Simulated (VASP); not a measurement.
Set up this calculation in VASP 6.6.1, as the native input.

```yaml
Task: single point
Functional: LDA
Potentials_or_basis: VASP PAW LDA potentials, release 64 (S, Mg)
Cutoff: 520 eV
k_mesh: 7 × 7 × 7
Occupations: gaussian, width 0.01 eV
Spin: no spin polarisation
Dipole_correction: no
Further_INCAR_settings: ALGO = Normal; EDIFF = 1e-06; NBANDS = 11
```

The structure of MgS (Niningerite) lies in POSCAR:

```
MgS
1.0
    0.0000000000      2.6016500000      2.6016500000
    2.6016500000      0.0000000000      2.6016500000
    2.6016500000      2.6016500000      0.0000000000
S Mg
1 1
Direct
    0.5000000000      0.5000000000      0.5000000000
    0.0000000000      0.0000000000      0.0000000000
```

One way to write it, as run:

INCAR

```
SYSTEM = MgS
  PREC = Accurate
  ENCUT = 520
  EDIFF = 1E-6
  ISMEAR = 0
  SIGMA = 0.01
  LREAL = .False.
  LASPH = .True.
  NELM = 80
  ALGO = Normal
  ISIF = 2
  LWAVE = .False.
  LCHARG = .True.
  GGA = CA
  LELF = .True.
  LVHAR = .True.
  NBANDS = 11
```

KPOINTS

```
regular mesh
0
Gamma
  7 7 7
  0 0 0
```

Potentials or basis: VASP PAW LDA potentials, release 64 (S, Mg).

Launch:

```console
$ cat potpaw_LDA.64/S/POTCAR potpaw_LDA.64/Mg/POTCAR > POTCAR
$ mpirun -np 1 vasp_std > vasp.out
```

It gave:

| Item | Value |
| --- | --- |
| Pressure | -3.8 GPa |
| Band gap on the k mesh | 2.77 eV, indirect (least direct gap 3.49 eV) |

It took 19 s on 1 thread of AMD EPYC 7R13 (shared host), peak memory 0.11 GiB.
